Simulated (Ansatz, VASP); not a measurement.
# Ge: VASP beside Ansatz

File POSCAR:

```
Ge
1.0
    0.0000000000      2.8367729556      2.8367729556
    2.8367729556      0.0000000000      2.8367729556
    2.8367729556      2.8367729556      0.0000000000
Ge
2
Direct
    0.0000000000      0.0000000000      0.0000000000
    0.2500000000      0.2500000000      0.2500000000
```

File INCAR.step1:

```
SYSTEM = Ge
PREC = Accurate ; ENCUT = 600
ISMEAR = 0 ; SIGMA = 0.02
LREAL = .False. ; LASPH = .True.
NELM = 80 ; GGA = PE
ALGO = Normal ; EDIFF = 1E-4
LWAVE = .True. ; LCHARG = .False.
```

Contents of INCAR.step2:

```
SYSTEM = Ge
PREC = Accurate ; ENCUT = 600
EDIFF = 1E-6 ; ISMEAR = 0
SIGMA = 0.02 ; LREAL = .False.
LASPH = .True. ; NELM = 80
ALGO = Normal ; ISIF = 3
LWAVE = .False. ; LCHARG = .False.
METAGGA = R2SCAN ; LMIXTAU = .True.
IBRION = 2 ; NSW = 80
EDIFFG = -0.01 ; ISTART = 1
```

File KPOINTS:

```
regular mesh
0
Gamma
  12 12 12
  0 0 0
```

Input for Ansatz:

```yaml
crystal:
  lattice:
    - [0.0, 2.8367729578, 2.8367729578]
    - [2.8367729578, 0.0, 2.8367729578]
    - [2.8367729578, 2.8367729578, 0.0]
  atoms:
    - { symbol: Ge, position: [0.0, 0.0, 0.0] }
    - { symbol: Ge, position: [0.25, 0.25, 0.25] }
basis:
  ecutwfc: 500
kpoints:
  mp_grid: { grid: [12, 12, 12] }
hamiltonian:
  xc: r2scan
scf:
  occupations: { method: gaussian, width: 0.02 }
output:
  forces: true
  stress: true
  eigenvalues: true
relax:
  adjacent_minimum: "off"
  f_tol: 0.01
  max_steps: 60
  cell: { stress_tol: 0.1 }
```

Alike in both runs: task relaxation of cell and atoms; functional r2SCAN; k mesh 12 × 12 × 12; occupations gaussian, width 0.02 eV; no spin polarisation.

```csv
,VASP,Ansatz
version,VASP 6.6.1,Ansatz 0.2.0
potentials or method,"VASP PAW PBE potentials, release 64 (Ge_d), cutoff 600 eV","scalar-relativistic, plane waves, PAW"
valence electrons in the cell,28,28
```

|  | VASP | Ansatz | Ansatz less VASP |
| --- | --- | --- | --- |
| gap on the k mesh at the Fermi level, each at its own relaxed structure (eV) | 0.31 | 0.36 | +0.056 |
| relaxed volume (Å³/atom) | 22.87 | 22.83 | -0.042 |
| relaxed length of the cell vector where the two differ most in proportion (Å) | 4.014 | 4.012 | -0.0025 |

VASP's potentials were made for PBE, not for r2SCAN.
